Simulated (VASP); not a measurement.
HfB, 2 atoms in the cell. The structure is tetragonal, space group I4/mmm (No. 139). The conventional cell has a = 3.136 Å, b = 3.136 Å, c = 4.250 Å, α = 90.00°, β = 90.00°, γ = 90.00°. Hf (site symmetry 4/mmm) has 6 B at 2.13 to 2.22 Å within 2.8 Å. B (site symmetry 4/mmm) has 6 Hf at 2.13 to 2.22 Å within 2.8 Å.  This cell differs from its parent crystal: strain -0.040 along x and y, -0.080 along z.

```yaml
Program: VASP 6.6.1
Task: single point
Functional: PBEsol
Potentials_or_basis: VASP PAW PBE potentials, release 64 (Hf_pv, B)
Cutoff: 520 eV
k_mesh: 18 × 18 × 18
Occupations: gaussian, width 0.15 eV
Spin: no spin polarisation
Dipole_correction: no
Further_INCAR_settings: ALGO = Normal; EDIFF = 1e-06; NBANDS = 14
```

Potentials or basis: VASP PAW PBE potentials, release 64 (Hf_pv, B).

The run is started by

```bash
$ cat potpaw_PBE.64/Hf_pv/POTCAR potpaw_PBE.64/B/POTCAR > POTCAR
$ mpirun -np 1 vasp_std > vasp.out
```

Hardware: 1 thread of Intel(R) Xeon(R) Platinum 8375C CPU @ 2.90GHz (Ice Lake), with other jobs on the host.

How long does it take, and how much memory?

Wall time 58 s on 1 thread of Intel(R) Xeon(R) Platinum 8375C CPU @ 2.90GHz (Ice Lake) (shared host), peak memory 0.26 GiB. Counts: scf iterations 12, k points 480.
